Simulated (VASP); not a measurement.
Wanted: the native input for a VASP 6.6.1 run.

```yaml
Task: single point
Functional: r2SCAN
Potentials_or_basis: VASP PAW PBE potentials, release 64 (As)
Cutoff: 520 eV
k_mesh: 9 × 9 × 13
Occupations: fermi-dirac, width 0.1 eV
Spin: no spin polarisation
Dipole_correction: no
Further_INCAR_settings: ALGO = Normal; EDIFF = 1e-06; NBANDS = 14
```

The system is As.

```
CELL_PARAMETERS angstrom
4.77492 0.00000 0.00000
-2.38746 4.13521 0.00000
0.00000 0.00000 2.76377
ATOMIC_POSITIONS crystal
As 0.00000 0.00000 0.00000
As 0.33333 0.66667 0.50000
As 0.66667 0.33333 0.50000
```

This cell differs from its parent crystal: volume scaled by 0.96.

These files were run (other wordings do the same):

POSCAR

```
As
1.0
    4.7749239919      0.0000000000      0.0000000000
   -2.3874619959      4.1352054781      0.0000000000
    0.0000000000      0.0000000000      2.7637699364
As
3
Direct
    0.0000000000      1.0000000000      0.0000000000
    0.3333333333      0.6666666667      0.5000000000
    0.6666666667      0.3333333333      0.5000000000
```

INCAR.step1

```
PREC = Accurate
ENCUT = 520
ISMEAR = -1
SIGMA = 0.1
LREAL = False
LASPH = True
NELM = 100
NBANDS = 14
GGA = PE
ALGO = Normal
EDIFF = 1E-4
LWAVE = True
LCHARG = False
```

INCAR.step2

```
PREC = Accurate
ENCUT = 520
EDIFF = 1E-6
ISMEAR = -1
SIGMA = 0.1
LREAL = False
LASPH = True
NELM = 100
ALGO = Normal
ISIF = 2
LWAVE = False
LCHARG = False
METAGGA = R2SCAN
LMIXTAU = True
NBANDS = 14
ISTART = 1
```

KPOINTS

```
regular mesh
0
Gamma
  9 9 13
```

Potentials or basis: VASP PAW PBE potentials, release 64 (As).

The run is started by

```bash
$ cat potpaw_PBE.64/As/POTCAR > POTCAR
$ cp INCAR.step1 INCAR
$ mpirun -np 1 vasp_std > vasp.out
$ cp INCAR.step2 INCAR
$ mpirun -np 1 vasp_std > vasp.out
```

It gave:

```json
{
 "Pressure": "4.1 GPa"
}
```

Caveat: the PAW data sets were made with another functional, which shifts forces and pressure a little.

Run time: 120 s on 1 thread of Intel(R) Xeon(R) Platinum 8488C (Sapphire Rapids), with other jobs on the host, peak memory 0.21 GiB.
